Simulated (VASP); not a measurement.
# RbBr (Fm-3m) in VASP: further runs

The runs below take RbBr through single point, relaxation of cell and atoms, with r2SCAN.

All numbers are computed with VASP 6.6.1; they aren't measurements. Logs are shortened: lines on timing, memory, paths and dates and some standing lists are left out, and cuts for length are marked.

**1. The cell of the first run**

Symmetry: Fm-3m, No. 225, cubic system. The conventional cell has a = 7.015 Å, b = 7.015 Å, c = 7.015 Å, α = 90.00°, β = 90.00°, γ = 90.00°. Within 4.6 Å of Rb (site symmetry m-3m) lie 6 Br at 3.51 Å. Within 4.6 Å of Br (site symmetry m-3m) lie 6 Rb at 3.51 Å.

**2. Single point, r2SCAN**

POSCAR

```
RbBr
1.0
    0.0000000000      3.5074583700      3.5074583700
    3.5074583700      0.0000000000      3.5074583700
    3.5074583700      3.5074583700      0.0000000000
Rb Br
1 1
Direct
    0.0000000000      0.0000000000      0.0000000000
    0.5000000000      0.5000000000      0.5000000000
```

INCAR.step1

```
SYSTEM = RbBr
ALGO     = Normal         ! electronic algorithm
EDIFF    = 1E-4           ! SCF threshold, eV
ENCUT    = 520            ! plane-wave cutoff, eV
GGA      = PE             ! functional
ISMEAR   = -1             ! smearing method
LASPH    = .True.         ! aspherical terms in the spheres
LCHARG   = .False.        ! write CHGCAR
LREAL    = .False.        ! projectors in reciprocal space
LWAVE    = .True.         ! write WAVECAR
NBANDS   = 15             ! bands
NELM     = 100            ! most SCF steps
PREC     = Accurate       ! precision mode
SIGMA    = 0.02           ! smearing width, eV
```

INCAR.step2

```
SYSTEM = RbBr
ALGO     = Normal         ! electronic algorithm
EDIFF    = 1E-7           ! SCF threshold, eV
ENCUT    = 520            ! plane-wave cutoff, eV
ISIF     = 2              ! what is computed and relaxed
ISMEAR   = -1             ! smearing method
ISTART   = 1            
LASPH    = .True.         ! aspherical terms in the spheres
LCHARG   = .False.        ! write CHGCAR
LMIXTAU  = .True.       
LREAL    = .False.        ! projectors in reciprocal space
LWAVE    = .False.        ! write WAVECAR
METAGGA  = R2SCAN         ! meta-GGA
NBANDS   = 15             ! bands
NELM     = 100            ! most SCF steps
PREC     = Accurate       ! precision mode
SIGMA    = 0.02           ! smearing width, eV
```

KPOINTS

```
k-points
0
Gamma
  8 8 8
  0 0 0
```

Potentials or basis: VASP PAW PBE potentials, release 64 (Rb_sv, Br).

Started as:

```sh
$ cat potpaw_PBE.64/Rb_sv/POTCAR potpaw_PBE.64/Br/POTCAR > POTCAR
$ cp INCAR.step1 INCAR
$ mpirun -np 1 vasp_std > vasp.out
$ cp INCAR.step2 INCAR
$ mpirun -np 1 vasp_std > vasp.out
```

OUTCAR:

```text
SYSTEM = RbBr
   EDIFF = 1E-7
   ENCUT = 520
   ISIF = 2
   ISMEAR = -1
   ISTART = 1
   LASPH = .True.
   LREAL = .False.
   METAGGA = R2SCAN
   NELM = 100
   PREC = Accurate

 ion  position               nearest neighbor table
   1  0.000  0.000  0.000-   2 3.51   2 3.51   2 3.51   2 3.51   2 3.51   2 3.51
   2  0.500  0.500  0.500-   1 3.51   1 3.51   1 3.51   1 3.51   1 3.51   1 3.51

  LATTYP: Found a face centered cubic cell.
 ALAT       =     7.0149167400

  Lattice vectors:

 A1 = (   0.0000000000,   3.5074583700,   3.5074583700)
 A2 = (   3.5074583700,   0.0000000000,   3.5074583700)
 A3 = (   3.5074583700,   3.5074583700,   0.0000000000)

Analysis of symmetry for initial positions (statically):
=====================================================================
 Subroutine PRICEL returns:
 Original cell was already a primitive cell.

 Routine SETGRP: Setting up the symmetry group for a
 face centered cubic supercell.

 Subroutine GETGRP returns: Found 48 space group operations
 (whereof 48 operations were pure point group operations)
 out of a pool of 48 trial point group operations.

The static configuration has the point symmetry O_h .

Analysis of symmetry for dynamics (positions and initial velocities):
=====================================================================
 Subroutine PRICEL returns:
 Original cell was already a primitive cell.

 Routine SETGRP: Setting up the symmetry group for a
 face centered cubic supercell.

 Subroutine GETGRP returns: Found 48 space group operations
 (whereof 48 operations were pure point group operations)
 out of a pool of 48 trial point group operations.

The dynamic configuration has the point symmetry O_h .

 Subroutine INISYM returns: Found 48 space group operations
 (whereof 48 operations are pure point group operations),
 and found     1 'primitive' translations

----------------------------------------------------------------------------------------

                                     Primitive cell

  volume of cell :      86.2994

  direct lattice vectors                    reciprocal lattice vectors
     0.000000000  3.507458370  3.507458370    -0.142553367  0.142553367  0.142553367
     3.507458370  0.000000000  3.507458370     0.142553367 -0.142553367  0.142553367
     3.507458370  3.507458370  0.000000000     0.142553367  0.142553367 -0.142553367

  length of vectors
     4.960295196  4.960295196  4.960295196     0.246909674  0.246909674  0.246909674

  position of ions in fractional coordinates (direct lattice)
     0.000000000  0.000000000  0.000000000
     0.500000000  0.500000000  0.500000000
[... 89 lines left out ...]
   NUPDOWN=      -1.0000    fix difference up-down
   EMIN   =  10.00;   EMAX   =-10.00  energy-range for DOS
   EFERMI =   0.00;   METHOD = LEGACY
   ISMEAR =    -1;   SIGMA  =   0.02  broadening in eV -4-tet -1-fermi 0-gaus
   EFERMI_NEDOS =   21; number of points for ismear=-14 and -15
   IALGO  =     38    algorithm
   IMIX   =      4    mixing-type and parameters
     AMIX     =   0.40;   BMIX     =  1.00
     AMIX_MAG =   1.60;   BMIX_MAG =  1.00
  volume/ion in A,a.u.               =      43.15       291.19
  Fermi-wavevector in a.u.,A,eV,Ry     =   0.933496  1.764051 11.856309  0.871414
  Thomas-Fermi vector in A             =   2.060203
   LORBIT       =      0    0 simple, 1 ext, 2 COOP (PROOUT), +10 PAW based schemes
   METAGGA = R2SCAN    functional components
   LHFCALC =     F    Hartree Fock is set to
   AEXX    =    0.0000 exact exchange contribution
   IVDW    =     0    specifies the selected vdW correction
   LEPSILON=     F    determine dielectric tensor
   LRPA    =     F    only Hartree local field effects (RPA)
 non-spin polarized calculation
  energy-cutoff  :      520.00
  volume of cell :       86.30
 maximum number of plane-waves:      2346
 NGX is ok and might be reduce to    40
   NGX = 19   NGY = 19   NGZ = 19

 number of electron      15.9999999 magnetization

 Free energy of the ion-electron system (eV)
  ---------------------------------------------------
  ext. energy  EPLUGINS =         0.00000000
  ---------------------------------------------------
  free energy    TOTEN  =       -31.15094037 eV

  energy without entropy =      -31.15094037  energy(sigma->0) =      -31.15094037

 E-fermi :  -2.0040     XC(G=0):  -7.3348

 val. band max:       -2.4053045021   @ k =   0.0000   0.0000   0.0000
 cond. band min:       2.3874798239   @ k =   0.0000   0.0000   0.0000
 fundamental gap:      4.7927843260
 Fermi energy:        -2.0040277374

 k-point     1 :       0.0000    0.0000    0.0000
  band No.  band energies     occupation
      1     -27.7145      2.00000
      2     -14.9523      2.00000
      3     -11.2381      2.00000
      4     -11.2381      2.00000
      5     -11.2381      2.00000
      6      -2.4053      2.00000
      7      -2.4053      2.00000
      8      -2.4053      2.00000
      9       2.3875      0.00000
     10       5.4557      0.00000
     11       5.4557      0.00000
     12       5.4557      0.00000
     13       6.4750      0.00000
     14       6.4750      0.00000
[... 401 lines left out ...]
      2     -14.9536      2.00000
      3     -11.2890      2.00000
      4     -11.2783      2.00000
      5     -11.2237      2.00000
      6      -3.0750      2.00000
      7      -2.7177      2.00000
      8      -2.6863      2.00000
      9       4.9206      0.00000
     10       5.3765      0.00000
     11       7.0049      0.00000
     12       7.0997      0.00000
     13       8.0063      0.00000
     14       8.8088      0.00000
     15       9.0693      0.00000

 [... further k-points ...]

------------------------ aborting loop because EDIFF is reached ----------------------------------------

  FORCE on cell =-STRESS in cart. coord.  units (eV):
  Direction    XX          YY          ZZ          XY          YZ          ZX
  --------------------------------------------------------------------------------------
  -------------------------------------------------------------------------------------
  Total       -0.2542707     -0.2542707     -0.2542707      0.0000000     -0.0000000     -0.0000000
  in kB       -4.7206223     -4.7206223     -4.7206223      0.0000000     -0.0000000     -0.0000000
  external PRESSURE =      -4.7206223 kB  Pullay stress =       0.0000000 kB

 VOLUME and BASIS-vectors are now :
 -----------------------------------------------------------------------------
  energy-cutoff  :      520.00
  volume of cell :       86.30
      direct lattice vectors                 reciprocal lattice vectors
     0.000000000  3.507458370  3.507458370    -0.142553367  0.142553367  0.142553367
     3.507458370  0.000000000  3.507458370     0.142553367 -0.142553367  0.142553367
     3.507458370  3.507458370  0.000000000     0.142553367  0.142553367 -0.142553367

 POSITION                                       TOTAL-FORCE (eV/Angst)
 -----------------------------------------------------------------------------------
      0.00000      0.00000      0.00000        -0.000000      0.000000     -0.000000
      3.50746      3.50746      3.50746         0.000000     -0.000000      0.000000
 -----------------------------------------------------------------------------------
    total drift:                                0.000000     -0.000000      0.000000

  FREE ENERGIE OF THE ION-ELECTRON SYSTEM (eV)
  ---------------------------------------------------
  free  energy   TOTEN  =       -31.1509403726 eV

  energy  without entropy=      -31.1509403726  energy(sigma->0) =      -31.15094037
```

OUTCAR.step1:

```text
SYSTEM = RbBr
   EDIFF = 1E-4
   ENCUT = 520
   GGA = PE
   ISMEAR = -1
   LASPH = .True.
   LREAL = .False.
[... 652 lines left out ...]
      0.00000      0.00000      0.00000        -0.000000     -0.000000     -0.000000
      3.50746      3.50746      3.50746         0.000000      0.000000      0.000000
 -----------------------------------------------------------------------------------
    total drift:                                0.000000     -0.000000     -0.000000

  FREE ENERGIE OF THE ION-ELECTRON SYSTEM (eV)
  ---------------------------------------------------
  free  energy   TOTEN  =        -6.1155318098 eV

  energy  without entropy=       -6.1155318098  energy(sigma->0) =       -6.11553181
```

Run time: 3.8 min. Hardware: 1 thread of Intel Xeon 6975P-C, shared host; peak memory 0.27 GiB.

What came out:

| Quantity | Value |
| --- | --- |
| Free energy | -31.1509 eV |
| Pressure | -0.5 GPa |
| Band gap on the k mesh | 4.79 eV, direct |

Levels at points of the mesh, in eV from the valence-band top:
```tsv
k point	band 4	band 5	band 6	band 7	band 8	band 9	band 10	band 11	band 12	band 13
(0.00, 0.00, 0.00)	-8.83	-8.83	0.00	0.00	0.00	4.79	7.86	7.86	7.86	8.88
(0.50, 0.00, 0.00)	-8.84	-8.80	-0.86	-0.29	-0.29	7.11	8.03	10.01	10.01	10.63
(0.50, 0.50, 0.00)	-8.89	-8.89	-0.46	-0.16	-0.16	6.13	7.68	9.36	9.92	10.07
```

Caveat: the PAW data sets were made with another functional, which shifts forces and pressure a little. A k mesh can miss the band edges.

(Continued in part 2 of 2.)
